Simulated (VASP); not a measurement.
# In (Im-3m) in VASP: a series of runs

In is run at these levels: BLYP+D4, revPBE+D3(BJ), revPBE+D4, BLYP+D3(BJ); tasks: single point, relaxation of cell and atoms.

Everything below comes from runs of VASP 6.6.1. Logs are shortened: lines on timing, memory, paths and dates and some standing lists are left out, and cuts for length are marked.

**1. The cell of the first run**

It takes space group Im-3m (No. 229, cubic). The conventional cell has a = 3.825 Å, b = 3.825 Å, c = 3.825 Å, α = 90.00°, β = 90.00°, γ = 90.00°. Within 4.4 Å of In (site symmetry m-3m) lie 14 In at 3.31 to 3.82 Å.

**2. Single point, BLYP+D4**

Contents of INCAR:

```
SYSTEM = In
  PREC = Accurate
  ENCUT = 520
  EDIFF = 1E-6
  ISMEAR = -1
  SIGMA = 0.05
  LREAL = .False.
  LASPH = .True.
  NELM = 100
  ALGO = Normal
  ISIF = 2
  LWAVE = .False.
  LCHARG = .False.
  GGA = B5
  ALDAX = 1.0
  AGGAX = 1.0
  AGGAC = 1.0
  ALDAC = 0.0
  IVDW = 13
  VDW_S6 = 1.0
  VDW_S8 = 2.34076671
  VDW_A1 = 0.44488865
  VDW_A2 = 4.0933009
  NBANDS = 12
```

Contents of KPOINTS:

```
Automatic mesh
0
Gamma
  10 10 10
  0 0 0
```

Contents of POSCAR:

```
In
1.0
   -1.9123625187      1.9123625187      1.9123625187
    1.9123625187     -1.9123625187      1.9123625187
    1.9123625187      1.9123625187     -1.9123625187
In
1
Direct
    0.0000000000      0.0000000000      0.0000000000
```

Potentials or basis: VASP PAW PBE potentials, release 64 (In_d).

The run is started by

```console
> cat potpaw_PBE.64/In_d/POTCAR > POTCAR
> mpirun -np 1 vasp_std > vasp.out
```

OUTCAR:

```text
SYSTEM = In
   PREC = Accurate
   ENCUT = 520
   EDIFF = 1E-6
   ISMEAR = -1
   LREAL = .False.
   LASPH = .True.
   NELM = 100
   ISIF = 2
   GGA = B5
   IVDW = 13

 ion  position               nearest neighbor table
   1  0.000  0.000  0.000-

  LATTYP: Found a body centered cubic cell.
 ALAT       =     3.8247250374

  Lattice vectors:

 A1 = (  -1.9123625187,   1.9123625187,   1.9123625187)
 A2 = (   1.9123625187,  -1.9123625187,   1.9123625187)
 A3 = (   1.9123625187,   1.9123625187,  -1.9123625187)

Analysis of symmetry for initial positions (statically):
=====================================================================
 Subroutine PRICEL returns:
 Original cell was already a primitive cell.

 Routine SETGRP: Setting up the symmetry group for a
 body centered cubic supercell.

 Subroutine GETGRP returns: Found 48 space group operations
 (whereof 48 operations were pure point group operations)
 out of a pool of 48 trial point group operations.

The static configuration has the point symmetry O_h .

Analysis of symmetry for dynamics (positions and initial velocities):
=====================================================================
 Subroutine PRICEL returns:
 Original cell was already a primitive cell.

 Routine SETGRP: Setting up the symmetry group for a
 body centered cubic supercell.

 Subroutine GETGRP returns: Found 48 space group operations
 (whereof 48 operations were pure point group operations)
 out of a pool of 48 trial point group operations.

The dynamic configuration has the point symmetry O_h .

 Subroutine INISYM returns: Found 48 space group operations
 (whereof 48 operations are pure point group operations),
 and found     1 'primitive' translations

----------------------------------------------------------------------------------------

                                     Primitive cell

  volume of cell :      27.9750

  direct lattice vectors                    reciprocal lattice vectors
    -1.912362519  1.912362519  1.912362519     0.000000000  0.261456703  0.261456703
     1.912362519 -1.912362519  1.912362519     0.261456703  0.000000000  0.261456703
     1.912362519  1.912362519 -1.912362519     0.261456703  0.261456703  0.000000000

[... 84 lines left out ...]
   NSW    =      0    number of steps for IOM
   IBRION =     -1    ionic relax: 0-MD 1-quasi-New 2-CG
   NFREE  =      0    steps in history (QN), initial steepest desc. (CG)
   ISIF   =      2    stress and relaxation
   ISYM   =      2    0-nonsym 1-usesym 2-fastsym
   POTIM  = 0.5000    time-step for ionic-motion
   TEBEG  =    0.0;   TEEND  =   0.0 temperature during run
   PSTRESS=    0.0 pullay stress
   NELECT =      13.0000    total number of electrons
   NUPDOWN=      -1.0000    fix difference up-down
   EMIN   =  10.00;   EMAX   =-10.00  energy-range for DOS
   EFERMI =   0.00;   METHOD = LEGACY
   ISMEAR =    -1;   SIGMA  =   0.05  broadening in eV -4-tet -1-fermi 0-gaus
   EFERMI_NEDOS =   21; number of points for ismear=-14 and -15
   IALGO  =     38    algorithm
   IMIX   =      4    mixing-type and parameters
     AMIX     =   0.40;   BMIX     =  1.00
     AMIX_MAG =   1.60;   BMIX_MAG =  1.00
  volume/ion in A,a.u.               =      27.98       188.78
  Fermi-wavevector in a.u.,A,eV,Ry     =   1.268038  2.396245 21.877097  1.607921
  Thomas-Fermi vector in A             =   2.401154
   LORBIT       =      0    0 simple, 1 ext, 2 COOP (PROOUT), +10 PAW based schemes
   GGA     = B5    functional components
   LHFCALC =     F    Hartree Fock is set to
   AEXX    =    0.0000 exact exchange contribution
   IVDW    =    13    specifies the selected vdW correction
   LEPSILON=     F    determine dielectric tensor
   LRPA    =     F    only Hartree local field effects (RPA)
 non-spin polarized calculation
  energy-cutoff  :      520.00
  volume of cell :       27.98
 maximum number of plane-waves:       767
 NGX is ok and might be reduce to    28
   NGX = 13   NGY = 13   NGZ = 13

 number of electron      13.0000005 magnetization

 Free energy of the ion-electron system (eV)
  ---------------------------------------------------
  ext. energy  EPLUGINS =         0.00000000
  ---------------------------------------------------
  free energy    TOTEN  =        -1.83549387 eV

  energy without entropy =       -1.83139716  energy(sigma->0) =       -1.83344552

 E-fermi :   7.1807     XC(G=0):  -9.3569

 val. band max:        7.1540861560   @ k =  -0.3000   0.5000   0.1000
 cond. band min:       7.2063320367   @ k =  -0.4000   0.4000   0.2000
 fundamental gap:      0.0522458807
 Fermi energy:         7.1806518848

 k-point     1 :       0.0000    0.0000    0.0000
  band No.  band energies     occupation
      1      -7.4205      2.00000
      2      -7.4205      2.00000
      3      -7.4205      2.00000
      4      -7.1833      2.00000
      5      -7.1833      2.00000
      6      -1.8367      2.00000
      7      17.3430      0.00000
      8      17.3430      0.00000
      9      17.3430      0.00000
     10      20.3688      0.00000
     11      20.3688      0.00000
     12      20.3688      0.00000
[... 331 lines left out ...]
 k-point    24 :      -0.3000    0.3000    0.1000
  band No.  band energies     occupation
      1      -7.4425      2.00000
      2      -7.3824      2.00000
      3      -7.2435      2.00000
      4      -7.1965      2.00000
      5      -7.1787      2.00000
      6       0.3787      2.00000
      7       9.3717      0.00000
      8      12.9938      0.00000
      9      14.2608      0.00000
     10      17.9121      0.00000
     11      18.9059      0.00000
     12      19.8010      0.00000

 [... further k-points ...]

------------------------ aborting loop because EDIFF is reached ----------------------------------------

  DFT-D4 for vdW energy calculation

  Edisp (eV):   -0.61595

  FORCE on cell =-STRESS in cart. coord.  units (eV):
  Direction    XX          YY          ZZ          XY          YZ          ZX
  --------------------------------------------------------------------------------------
  -------------------------------------------------------------------------------------
  Total       0.00154     0.00154     0.00154     0.00000    -0.00000    -0.00000
  in kB       0.08841     0.08841     0.08841     0.00000    -0.00000    -0.00000
  external pressure =        0.09 kB  Pullay stress =        0.00 kB

 VOLUME and BASIS-vectors are now :
 -----------------------------------------------------------------------------
  energy-cutoff  :      520.00
  volume of cell :       27.98
      direct lattice vectors                 reciprocal lattice vectors
    -1.912362519  1.912362519  1.912362519     0.000000000  0.261456703  0.261456703
     1.912362519 -1.912362519  1.912362519     0.261456703  0.000000000  0.261456703
     1.912362519  1.912362519 -1.912362519     0.261456703  0.261456703  0.000000000

 POSITION                                       TOTAL-FORCE (eV/Angst)
 -----------------------------------------------------------------------------------
      0.00000      0.00000      0.00000         0.000000      0.000000      0.000000
 -----------------------------------------------------------------------------------
    total drift:                               -0.000000     -0.000000     -0.000000

  FREE ENERGIE OF THE ION-ELECTRON SYSTEM (eV)
  ---------------------------------------------------
  free  energy   TOTEN  =        -2.4514454678 eV

  energy  without entropy=       -2.4473487642  energy(sigma->0) =       -2.44939712
```

stdout:

```text
POSCAR found type information on POSCAR In
 POSCAR found :  1 types and       1 ions
 scaLAPACK will be used
 -----------------------------------------------------------------------------
|                                                                             |
|                                                                             |
|     You enforced a specific xc type in the INCAR file but a different       |
|     I HOPE YOU KNOW WHAT YOU ARE DOING!                                     |
|                                                                             |
 -----------------------------------------------------------------------------

 LDA part: xc-table for (Slater(with rela. corr.)+VWN5), standard interpolation
 POSCAR, INCAR and KPOINTS ok, starting setup
 FFT: planning ... GRIDC
 FFT: planning ... GRID_SOFT
 FFT: planning ... GRID
 WAVECAR not read
 entering main loop
```

Run time: 12 s. Hardware: 1 thread of Intel Xeon 6975P-C (Granite Rapids), shared host; peak memory 0.16 GiB.

Results:

| Quantity | Value |
| --- | --- |
| Free energy | -2.4514 eV |
| Pressure | 0.0 GPa |
| Dispersion energy per atom | -0.616 eV |

Levels at points of the mesh, in eV from the Fermi level:
```csv
k point,band 3,band 4,band 5,band 6,band 7,band 8,band 9,band 10
"(0.00, 0.00, 0.00)",-14.60,-14.36,-14.36,-9.02,10.16,10.16,10.16,13.19
"(0.50, 0.00, 0.00)",-14.38,-14.37,-14.22,-3.97,-2.73,5.52,7.18,9.98
"(0.50, 0.50, 0.50)",-14.25,-14.25,-14.25,0.35,1.30,1.30,1.30,5.61
```

Caveat: the PAW data sets were made with another functional, which shifts forces and pressure a little; spin-orbit coupling is left out, which moves the levels of the heavy elements; pairwise dispersion overbinds metals, which lowers pressure and volume.

**3. Relaxation of cell and atoms, revPBE+D3(BJ)**

This run uses another cell than the first one, of 26.69 Å³/atom, 0.954 times its volume.

Contents of INCAR:

```
SYSTEM = In
  PREC = Accurate
  ENCUT = 600
  EDIFF = 1E-6
  ISMEAR = -1
  SIGMA = 0.05
  LREAL = .False.
  LASPH = .True.
  NELM = 60
  ALGO = Normal
  ISIF = 3
  LWAVE = .False.
  LCHARG = .False.
  GGA = RE
  IVDW = 12
  IBRION = 2
  NSW = 60
  EDIFFG = -0.01
```

KPOINTS is that of step 2.

Contents of POSCAR:

```
In
1.0
   -1.8825252400      1.8825252400      1.8825252400
    1.8825252400     -1.8825252400      1.8825252400
    1.8825252400      1.8825252400     -1.8825252400
In
1
Direct
    0.0000000000      0.0000000000      0.0000000000
```

Potentials or basis: VASP PAW PBE potentials, release 64 (In_d).

The run is started by

```console
> cat potpaw_PBE.64/In_d/POTCAR > POTCAR
> mpirun -np 1 vasp_std > vasp.out
```

Run time: 14 s. Hardware: 1 thread of Intel Xeon 6975P-C (Granite Rapids), shared host; peak memory 0.18 GiB.

It converged, with:

* Free energy: -2.8434 eV
* Relaxed volume: 25.96 Å³/atom
* Relaxed cell: a = 3.231 Å, b = 3.231 Å, c = 3.231 Å, α = 109.47°, β = 109.47°, γ = 109.47°
* Space group after relaxing (to 0.05 Å): Im-3m (No. 229)
* Energy gained by relaxing: 2.4 meV/atom
* Ionic steps: 3
* Pressure after relaxing: 0.0 GPa
* Dispersion energy per atom: -0.616 eV

The path:
```csv
step,energy change (eV),largest force (eV/Å),pressure (GPa),volume (Å³)
1,0.0000,0.0000,-1.05,26.69
2,-0.0024,0.0000,-0.08,26.01
3,-0.0024,0.0000,0.03,25.96
```

Final structure:
```yaml
crystal:
  lattice:
    - [-1.86536, 1.86536, 1.86536]
    - [1.86536, -1.86536, 1.86536]
    - [1.86536, 1.86536, -1.86536]
  atoms:
    - { symbol: In, position: [0.00000, 0.00000, 0.00000] }
```

Levels at points of the mesh, in eV from the Fermi level:
| k point | band 2 | band 3 | band 4 | band 5 | band 6 | band 7 | band 8 | band 9 | band 10 |
| --- | --- | --- | --- | --- | --- | --- | --- | --- | --- |
| (0.00, 0.00, 0.00) | -14.68 | -14.68 | -14.40 | -14.40 | -9.53 | 11.31 | 11.31 | 11.31 | 13.05 |
| (0.50, 0.00, 0.00) | -14.72 | -14.41 | -14.40 | -14.22 | -3.84 | -3.17 | 6.04 | 7.43 | 10.18 |
| (0.50, 0.50, 0.50) | -14.79 | -14.26 | -14.26 | -14.26 | 1.20 | 1.33 | 1.33 | 1.33 | 5.30 |

Caveat: the PAW data sets were made with another functional, which shifts forces and pressure a little; spin-orbit coupling is left out, which moves the levels of the heavy elements; pairwise dispersion overbinds metals, which lowers pressure and volume.

**4. Relaxation of cell and atoms, revPBE+D4**

This run uses another cell than the first one, of 26.69 Å³/atom, 0.954 times its volume.

Contents of INCAR:

```
SYSTEM = In
ALGO = Normal
EDIFF = 1E-6
EDIFFG = -0.01
ENCUT = 600
GGA = RE
IBRION = 2
ISIF = 3
ISMEAR = -1
IVDW = 13
LASPH = .TRUE.
LCHARG = .FALSE.
LREAL = .FALSE.
LWAVE = .FALSE.
NELM = 60
NSW = 60
PREC = Accurate
SIGMA = 0.05
```

Contents of KPOINTS:

```
k-points
0
G
  10 10 10
  0 0 0
```

POSCAR is that of step 3.

The run is started by

```console
> cat potpaw_PBE.64/In_d/POTCAR > POTCAR
> mpirun -np 1 vasp_std > vasp.out
```

Run time: 13 s. Hardware: 1 thread of Intel Xeon 6975P-C (Granite Rapids), shared host; peak memory 0.16 GiB.

The run converged. Its results:

| Quantity | Value |
| --- | --- |
| Free energy | -2.7392 eV |
| Relaxed volume | 26.52 Å³/atom |
| Relaxed cell | a = 3.254 Å, b = 3.254 Å, c = 3.254 Å, α = 109.47°, β = 109.47°, γ = 109.47° |
| Space group after relaxing (to 0.05 Å) | Im-3m (No. 229) |
| Energy gained by relaxing | 0.1 meV/atom |
| Ionic steps | 2 |
| Pressure after relaxing | 0.0 GPa |
| Dispersion energy per atom | -0.500 eV |

Step by step:
```csv
step,energy change (eV),largest force (eV/Å),pressure (GPa),volume (Å³)
1,0.0000,0.0000,-0.25,26.69
2,-0.0001,0.0000,0.00,26.52
```

Final structure:
```yaml
crystal:
  lattice:
    - [-1.87871, 1.87871, 1.87871]
    - [1.87871, -1.87871, 1.87871]
    - [1.87871, 1.87871, -1.87871]
  atoms:
    - { symbol: In, position: [0.00000, 0.00000, 0.00000] }
```

Levels at points of the mesh, in eV from the Fermi level:
```csv
k point,band 3,band 4,band 5,band 6,band 7,band 8,band 9,band 10
"(0.00, 0.00, 0.00)",-14.65,-14.39,-14.39,-9.38,11.08,11.08,11.08,12.98
"(0.50, 0.00, 0.00)",-14.40,-14.39,-14.22,-3.84,-3.08,5.95,7.35,10.06
"(0.50, 0.50, 0.50)",-14.26,-14.26,-14.26,1.05,1.33,1.33,1.33,5.27
```

Caveat: the PAW data sets were made with another functional, which shifts forces and pressure a little; spin-orbit coupling is left out, which moves the levels of the heavy elements; pairwise dispersion overbinds metals, which lowers pressure and volume.

**5. Relaxation of cell and atoms, BLYP+D3(BJ)**

This run uses another cell than the first one, of 26.69 Å³/atom, 0.954 times its volume.

Contents of INCAR:

```
AGGAC = 1.0
AGGAX = 1.0
ALDAC = 0.0
ALDAX = 1.0
ALGO = Normal
EDIFF = 1E-7
EDIFFG = -0.01
ENCUT = 600
GGA = B5
IBRION = 2
ISIF = 3
ISMEAR = -1
IVDW = 12
LASPH = True
LCHARG = False
LREAL = False
LWAVE = False
NELM = 100
NSW = 60
PREC = Accurate
SIGMA = 0.05
VDW_A1 = 0.4298
VDW_A2 = 4.2359
VDW_S6 = 1.0
VDW_S8 = 2.6996
```

Contents of KPOINTS:

```
k-points
0
Gamma
  10 10 10
```

POSCAR is that of step 4.

The run is started by

```console
> cat potpaw_PBE.64/In_d/POTCAR > POTCAR
> mpirun -np 1 vasp_std > vasp.out
```

Run time: 27 s. Hardware: 1 thread of Intel Xeon 6975P-C (Granite Rapids), shared host; peak memory 0.17 GiB.

It converged, with:

```yaml
Free_energy: -2.6021 eV
Relaxed_volume: 27.25 Å³/atom
Relaxed_cell: a = 3.283 Å, b = 3.283 Å, c = 3.283 Å, α = 109.47°, β = 109.47°, γ = 109.47°
Space_group_after_relaxing_to_0.05_Å: Im-3m (No. 229)
Energy_gained_by_relaxing: 1.4 meV/atom
Ionic_steps: 3
Pressure_after_relaxing: 0.0 GPa
Dispersion_energy_per_atom: -0.785 eV
```

Step by step:
```tsv
step	energy change (eV)	largest force (eV/Å)	pressure (GPa)	volume (Å³)
1	0.0000	0.0000	0.76	26.69
2	-0.0014	0.0000	0.10	27.18
3	-0.0014	0.0000	0.01	27.25
```

Final structure:
```
In
1.0
    -1.89559    1.89559    1.89559
     1.89559   -1.89559    1.89559
     1.89559    1.89559   -1.89559
In
1
Direct
  0.00000 0.00000 0.00000
```

Levels at points of the mesh, in eV from the Fermi level:
| k point | band 2 | band 3 | band 4 | band 5 | band 6 | band 7 | band 8 | band 9 | band 10 |
| --- | --- | --- | --- | --- | --- | --- | --- | --- | --- |
| (0.00, 0.00, 0.00) | -14.64 | -14.64 | -14.38 | -14.38 | -9.20 | 10.43 | 10.43 | 10.43 | 13.26 |
| (0.50, 0.00, 0.00) | -14.66 | -14.40 | -14.39 | -14.23 | -3.97 | -2.84 | 5.63 | 7.28 | 10.17 |
| (0.50, 0.50, 0.50) | -14.72 | -14.27 | -14.27 | -14.27 | 0.52 | 1.30 | 1.30 | 1.30 | 5.65 |

Caveat: the PAW data sets were made with another functional, which shifts forces and pressure a little; spin-orbit coupling is left out, which moves the levels of the heavy elements; pairwise dispersion overbinds metals, which lowers pressure and volume.

**6. Relaxation of cell and atoms, BLYP+D4**

This run uses another cell than the first one, of 26.69 Å³/atom, 0.954 times its volume.

Contents of INCAR:

```
PREC = Accurate
ENCUT = 600
EDIFF = 1E-6
ISMEAR = -1
SIGMA = 0.05
LREAL = False
LASPH = True
NELM = 100
ALGO = Fast
ISIF = 3
LWAVE = False
LCHARG = False
GGA = B5
ALDAX = 1.0
AGGAX = 1.0
AGGAC = 1.0
ALDAC = 0.0
IVDW = 13
VDW_S6 = 1.0
VDW_S8 = 2.34076671
VDW_A1 = 0.44488865
VDW_A2 = 4.0933009
IBRION = 2
NSW = 60
EDIFFG = -0.01
```

Contents of KPOINTS:

```
regular mesh
0
Gamma
  10 10 10
```

POSCAR is that of step 5.

Potentials or basis: VASP PAW PBE potentials, release 64 (In_d).

The run is started by

```console
> cat potpaw_PBE.64/In_d/POTCAR > POTCAR
> mpirun -np 1 vasp_std > vasp.out
```

It took 45 s on 1 thread of Intel Xeon 6975P-C (Granite Rapids), shared host; peak memory 0.16 GiB.

It converged, with:

| Property | Result |
| --- | --- |
| Free energy | -2.4518 eV |
| Relaxed volume | 28.01 Å³/atom |
| Relaxed cell | a = 3.314 Å, b = 3.314 Å, c = 3.314 Å, α = 109.47°, β = 109.47°, γ = 109.47° |
| Space group after relaxing (to 0.05 Å) | Im-3m (No. 229) |
| Energy gained by relaxing | 7.4 meV/atom |
| Ionic steps | 4 |
| Pressure after relaxing | 0.0 GPa |
| Dispersion energy per atom | -0.615 eV |

Step by step:
```
step  energy change (eV)  largest force (eV/Å)  pressure (GPa)  volume (Å³)
   1              0.0000                0.0000            2.36        26.69
   2             -0.0073                0.0000           -0.31        28.23
   3             -0.0074                0.0000            0.16        27.90
   4             -0.0074                0.0000           -0.03        28.01
```

Final structure:
```xyz
1
Lattice="-1.9131 1.9131 1.9131 1.9131 -1.9131 1.9131 1.9131 1.9131 -1.9131" Properties=species:S:1:pos:R:3 pbc="T T T"
In    1.9131    1.9131    1.9131
```

Levels at points of the mesh, in eV from the Fermi level:
| k point | band 4 | band 5 | band 6 | band 7 | band 8 | band 9 |
| --- | --- | --- | --- | --- | --- | --- |
| (0.00, 0.00, 0.00) | -14.36 | -14.36 | -9.01 | 10.15 | 10.15 | 10.15 |
| (0.50, 0.00, 0.00) | -14.37 | -14.22 | -3.97 | -2.73 | 5.52 | 7.17 |
| (0.50, 0.50, 0.50) | -14.25 | -14.25 | 0.34 | 1.30 | 1.30 | 1.30 |

Caveat: the PAW data sets were made with another functional, which shifts forces and pressure a little; spin-orbit coupling is left out, which moves the levels of the heavy elements; pairwise dispersion overbinds metals, which lowers pressure and volume.

**7. Summary**

```csv
task,level,cell,cutoff (eV),gap on the mesh (eV),pressure (GPa),relaxed volume (Å³/atom)
single point,BLYP+D4,"a = 3.312 Å, angles 109.5°, 1 atom",520,none,0.0,-
relaxation of cell and atoms,revPBE+D3(BJ),"relaxed from a = 3.261 Å, angles 109.5°, 1 atom",600,none,0.0,25.96
relaxation of cell and atoms,revPBE+D4,"relaxed from a = 3.261 Å, angles 109.5°, 1 atom",600,none,0.0,26.52
relaxation of cell and atoms,BLYP+D3(BJ),"relaxed from a = 3.261 Å, angles 109.5°, 1 atom",600,none,0.0,27.25
relaxation of cell and atoms,BLYP+D4,"relaxed from a = 3.261 Å, angles 109.5°, 1 atom",600,none,0.0,28.01
```

Alike in all rows: potentials or basis VASP PAW PBE potentials, release 64 (In_d); no spin polarisation; k mesh 10 × 10 × 10; smearing fermi-dirac 0.05 eV.

Caveats: the PAW data sets were made with another functional, which shifts forces and pressure a little; spin-orbit coupling is left out, which moves the levels of the heavy elements; pairwise dispersion overbinds metals, which lowers pressure and volume.

Absolute energies hang on the potentials; compare differences alone.
